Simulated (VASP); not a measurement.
Ag: single point with PBE exchange alone

Crystal: Ag.

```
Ag
1.0
     0.00000    1.89632    1.89632
     1.89632    0.00000    1.89632
     1.89632    1.89632    0.00000
Ag
1
Direct
  0.00000 0.00000 0.00000
```

```
Program                : VASP 6.6.1
Task                   : single point
Functional             : PBE exchange alone
Potentials or basis    : VASP PAW PBE potentials, release 64 (Ag)
Cutoff                 : 520 eV
k mesh                 : 11 × 11 × 11
Occupations            : methfessel-paxton, width 0.15 eV
Spin                   : non-collinear spin, zero start, spin-orbit coupling
Starting moments       : [[0.0, 0.0, 0.0]] μB
Dipole correction      : no
Further INCAR settings : ALGO = Fast; EDIFF = 1e-06; NBANDS = 22
```

The pressure is 80.8 GPa and the net moment is 0.00 μB per cell. The valence electrons inside the program's atomic spheres are Ag 10.22.

Moments on the atoms (μB; x, y, z):
```
Ag  0.00 0.00 0.00
```

It took 36 s on 1 thread of Intel(R) Xeon(R) Platinum 8488C (Sapphire Rapids), on a shared host, peak memory 0.17 GiB.

Caveat: the cell stands under pressure.
